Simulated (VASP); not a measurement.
Crystal: BeS.

```xyz
2
Lattice="0.0000 2.5653 2.3273 2.5653 0.0000 2.3273 2.5653 2.5653 0.0000" Properties=species:S:1:pos:R:3 pbc="T T T"
Be    0.0000    0.0000    0.0000
S     1.2826    1.2826    1.1636
```

This cell differs from its parent crystal: epitaxial xy strain +5.4%.

Base run:

- Program: VASP 6.6.1
- Functional: PBE
- Potentials or basis: VASP PAW PBE potentials, release 64 (Be, S)
- Cutoff: 520 eV
- k mesh: 10 × 10 × 10
- Occupations: fermi-dirac, width 0.02 eV
- Spin: no spin polarisation

Its results: band gap on the k mesh 2.59 eV, indirect (least direct gap 4.98 eV); pressure -4.7 GPa.

Q: The run is repeated on the same cell with these changes: functional from PBE to r2SCAN; occupations from fermi-dirac, width 0.02 eV to gaussian, width 0.01 eV. What comes out?

A: Band gap on the k mesh 3.03 eV, indirect (least direct gap 5.74 eV); pressure -5.1 GPa.

Caveats: the PAW data sets were made with another functional, which shifts forces and pressure a little (some runs).

A k mesh can miss the band edges.
